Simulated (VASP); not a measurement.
**CoO: relaxation of cell and atoms with PBE+U**

The system is CoO.

```xyz
2
Lattice="0.0000 2.2103 2.2103 2.2103 0.0000 2.2103 2.2103 2.2103 0.0000" Properties=species:S:1:pos:R:3 pbc="T T T"
Co    0.0000    0.0000    0.0000
O     1.1052    1.1052    1.1052
```

```
Program                : VASP 6.6.1
Task                   : relaxation of cell and atoms
Functional             : PBE
Potentials or basis    : VASP PAW PBE potentials, release 64 (Co_sv, O)
Cutoff                 : 700 eV
k mesh                 : 8 × 8 × 8
Occupations            : gaussian, width 0.1 eV
Spin                   : collinear spin, ferromagnetic start
Starting moments       : [2.64, 0.26] μB
Hubbard terms          : Co d U = 3.32 eV
Dipole correction      : no
Further INCAR settings : ALGO = Normal; EDIFF = 1e-07; IBRION = 2; EDIFFG = -0.05; NSW = 100; ISIF = 3
```

| Item | Value |
| --- | --- |
| Relaxed volume | 12.29 Å³/atom |
| Relaxed cell | a = 3.264 Å, b = 3.264 Å, c = 3.264 Å, α = 60.00°, β = 60.00°, γ = 60.00° |
| Space group after relaxing (to 0.1 Å) | F-43m (No. 216) |
| Energy gained by relaxing | 98.0 meV/atom |
| Ionic steps | 3 |
| Pressure after relaxing | 0.0 GPa |
| Band gap on the k mesh | 0.40 eV |
| Net moment | -3.00 μB per cell |
| Site moments | Co -2.62; O -0.19 μB |
| Valence electrons inside the program's atomic spheres | Co 14.93; O 5.01 |

Step by step:
| step | energy change (eV) | largest force (eV/Å) | pressure (GPa) | volume (Å³) |
| --- | --- | --- | --- | --- |
| 1 | 0.0000 | 0.0000 | 23.57 | 21.60 |
| 2 | -0.1098 | 0.0000 | -10.68 | 26.95 |
| 3 | -0.1960 | 0.0000 | -0.05 | 24.59 |

Final structure:
```
Co O
1.0
     0.00000    2.30793    2.30793
     2.30793    0.00000    2.30793
     2.30793    2.30793    0.00000
Co O
1 1
Cartesian
  0.0000 0.0000 0.0000
  1.1540 1.1540 1.1540
```

Levels at points of the mesh, in eV from the valence-band top:
Spin up:
```
           k point  band 8  band 9  band 10  band 11  band 12  band 13
(0.00, 0.00, 0.00)   -3.51   -1.33    -1.33     1.12     4.27     4.27
(0.50, 0.00, 0.00)   -3.63   -0.86    -0.86     2.24     3.48     3.48
(0.50, 0.50, 0.00)   -3.36   -1.03    -0.58     1.05     2.97     2.97
```
Spin down:
| k point | band 9 | band 10 | band 11 | band 12 | band 13 | band 14 | band 15 | band 16 |
| --- | --- | --- | --- | --- | --- | --- | --- | --- |
| (0.00, 0.00, 0.00) | -2.91 | -2.91 | 0.00 | 0.00 | 0.00 | 0.40 | 13.97 | 13.97 |
| (0.50, 0.00, 0.00) | -3.59 | -2.97 | -2.97 | -0.76 | -0.76 | 5.75 | 7.11 | 13.31 |
| (0.50, 0.50, 0.00) | -4.09 | -2.66 | -2.28 | -2.28 | -1.95 | 5.03 | 9.79 | 10.99 |

Eigenvalues of the final occupation matrices:
| site | spin | trace | eigenvalues |
| --- | --- | --- | --- |
| site 1 d | 1 | 2.06 | 0.09 0.09 0.09 0.90 0.90 |
| site 1 d | 2 | 4.65 | 0.92 0.92 0.93 0.93 0.93 |

Run time: 78 s on 1 thread of Intel(R) Xeon(R) Platinum 8559C (Emerald Rapids), with other jobs on the host, peak memory 0.19 GiB.

Caveat: a cell with one magnetic atom can't hold antiferromagnetic order, which such compounds often take. The state reached can hang on the start; a lower one may exist.
